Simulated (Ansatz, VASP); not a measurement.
One calculation of CaS, two programs

INCAR

```
ALGO = Normal
EDIFF = 1E-6
ENCUT = 500
GGA = PS
GGA_COMPAT = False
ISIF = 2
ISMEAR = 0
LASPH = True
LCHARG = True
LELF = True
LREAL = False
LVHAR = True
LWAVE = False
NBANDS = 15
NELM = 120
PREC = Accurate
SIGMA = 0.01
```

The input KPOINTS:

```
k-points
0
Gamma
  8 8 8
```

File POSCAR:

```
CaS
1.0
    0.0000000000      2.8030847255      2.8030847255
    2.8030847255      0.0000000000      2.8030847255
    2.8030847255      2.8030847255      0.0000000000
Ca S
1 1
Direct
    0.0000000000      0.0000000000      0.0000000000
    0.5000000000      0.5000000000      0.5000000000
```

Input for Ansatz:

```yaml
crystal:
  lattice:
    - [0.0, 2.80308472552, 2.80308472552]
    - [2.80308472552, 0.0, 2.80308472552]
    - [2.80308472552, 2.80308472552, 0.0]
  atoms:
    - { symbol: Ca, position: [0.0, 0.0, 0.0] }
    - { symbol: S, position: [0.5, 0.5, 0.5] }
kpoints:
  mp_grid: { grid: [8, 8, 8] }
scf:
  occupations: { method: fixed }
  convergence: { dr2_threshold: 1.0e-10 }
hamiltonian:
  xc: pbesol
  pseudopotentials: { kind: all_electron, lapw: { basis_error: 0.0005 } }
output:
  forces: true
  stress: true
  eigenstates:
    kpoints:
      - [0.0, 0.0, 0.0]
      - [0.0, -0.5, -0.5]
      - [-0.5, 0.0, -0.5]
      - [-0.5, -0.5, 0.0]
      - [-0.5, 0.0, 0.0]
      - [0.0, -0.5, 0.0]
      - [0.0, 0.0, -0.5]
      - [-0.5, -0.5, -0.5]
  eigenvalues: true
```

Alike in both runs: task single point; functional PBEsol; k mesh 8 × 8 × 8; no spin polarisation.

|  | VASP | Ansatz |
| --- | --- | --- |
| version | VASP 6.6.1 | Ansatz 0.2.0 |
| potentials or method | VASP PAW PBE potentials, release 64 (Ca_sv, S), cutoff 500 eV | all-electron LAPW, scalar-relativistic |
| occupations | gaussian, width 0.01 eV | fixed |

Ansatz gave:

| Item | Value |
| --- | --- |
| gap on the k mesh at the Fermi level (eV) | 2.12 |
| pressure (GPa) | 0.9 |

Q: What did VASP give for the same quantities?

A: gap on the k mesh at the Fermi level (eV): 2.11; pressure (GPa): 1.1.

VASP's potentials were made for PBE, not for PBEsol. Ansatz ran all-electron here, and VASP with PAW potentials.
